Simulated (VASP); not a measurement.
Runs of VASP 6.6.1 on AlN. The structure is that of space group P6_3/mmc (No. 194), or close to it. The cells are those of the table. 

```tsv
cell	gap on the mesh (eV)	pressure (GPa)
a = 3.312, b = 3.312, c = 4.250 Å, angles 90.0, 90.0, 120.0°, 4 atoms	3.13	-10.6
a = 3.312, b = 3.312, c = 4.313 Å, angles 90.0, 90.0, 120.0°, 4 atoms	2.98	(b)
a = 3.411, b = 3.411, c = 4.125 Å, angles 90.0, 90.0, 120.0°, 4 atoms	3.10	-16.6
a = 3.411, b = 3.411, c = 4.250 Å, angles 90.0, 90.0, 120.0°, 4 atoms	2.78	-20.9
a = 3.362, b = 3.362, c = 4.250 Å, angles 90.0, 90.0, 120.0°, 4 atoms	2.95	-16.2
a = 3.213, b = 3.213, c = 4.188 Å, angles 90.0, 90.0, 120.0°, 4 atoms	3.68	6.5
a = 3.312, b = 3.312, c = 4.062 Å, angles 90.0, 90.0, 120.0°, 4 atoms	3.59	-2.6
a = 3.362, b = 3.362, c = 4.188 Å, angles 90.0, 90.0, 120.0°, 4 atoms	3.11	(a)
a = 3.411, b = 3.411, c = 4.062 Å, angles 90.0, 90.0, 120.0°, 4 atoms	3.26	-13.9
a = 3.262, b = 3.262, c = 4.250 Å, angles 90.0, 90.0, 120.0°, 4 atoms	3.33	-4.0
a = 3.262, b = 3.262, c = 4.062 Å, angles 90.0, 90.0, 120.0°, 4 atoms	3.77	4.6
a = 3.362, b = 3.362, c = 4.062 Å, angles 90.0, 90.0, 120.0°, 4 atoms	3.42	-8.7
```

Alike in all rows: task single point; level LDA; potentials or basis VASP PAW LDA potentials, release 64 (Al, N); no spin polarisation; k mesh 9 × 9 × 6; cutoff (eV) 600; smearing gaussian 0.05 eV.

Problem. Estimate the missing entries.

Solution. (a) -14.0; (b) -12.7.

A k mesh can miss the band edges.
